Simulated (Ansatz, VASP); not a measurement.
## Ti: VASP beside Ansatz

```
Ti
1.0
     0.00000    2.06045    1.99955
     2.06045    0.00000    1.99955
     2.06045    2.06045    0.00000
Ti
1
Direct
  0.00000 0.00000 0.00000
```

Change from the starting cell: strain +0.015 along x and y, -0.015 along z, atoms carried along.

Alike in both runs: task single point; functional PBEsol; k mesh 20 × 20 × 20; occupations gaussian, width 0.15 eV; no spin polarisation.

|  | VASP | Ansatz |
| --- | --- | --- |
| version | VASP 6.6.1 | Ansatz 0.2.0 |
| potentials or method | VASP PAW PBE potentials, release 64 (Ti_sv), cutoff 520 eV | scalar-relativistic, plane waves, PAW |
| valence electrons in the cell | 12 | 12 |

Ansatz gave:

* gap on the k mesh at the Fermi level (eV): none
* pressure (GPa): -1.9
* traceless stress, the component that is largest in VASP (GPa): 0.69

Question: What did VASP give for the same quantities?

Answer: gap on the k mesh at the Fermi level (eV): none; pressure (GPa): -2.2; traceless stress, the component that is largest in VASP (GPa): 0.69.

VASP's potentials were made for PBE, not for PBEsol. A gap of «none» marks a metal or a gap that the smearing closes. With one functional, cell and mesh, what is left measures potentials, basis and numerics.
